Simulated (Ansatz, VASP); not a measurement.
## Two plane-wave programs on W2S

```xyz
6
Lattice="3.1033 0.0000 0.0000 -1.5517 2.6875 0.0000 0.0000 0.0000 10.8152" Properties=species:S:1:pos:R:3 pbc="T T T"
W     0.0000    1.7917    6.4623
W     1.5517    0.8958    1.0547
W     0.0000    1.7917    9.7605
W     1.5517    0.8958    4.3529
S     0.0000    1.7917    2.7038
S     1.5517    0.8958    8.1114
```

Alike in both runs: functional PBE; k mesh 12 × 12 × 4; occupations gaussian, width 0.1 eV; no spin polarisation.

Ansatz relaxed the structure, and its values are those at the end. VASP's run is a single point on that final structure, the one shown.

|  | VASP | Ansatz |
| --- | --- | --- |
| version | VASP 6.6.1 | Ansatz 0.2.0 |
| potentials or method | VASP PAW PBE potentials, release 64 (W_sv, S), cutoff 520 eV | scalar-relativistic, plane waves, PAW |
| valence electrons in the cell | 68 | 68 |

```tsv
	VASP	Ansatz	Ansatz less VASP
gap on the k mesh at the Fermi level (eV)	none	none	-
pressure (GPa)	0.4	0.0	-0.37
rms of the force components (eV/Å)	0.013	0.000	-0.0125
```

A gap of «none» marks a metal or a gap that the smearing closes.

Neither program's run includes spin-orbit coupling.
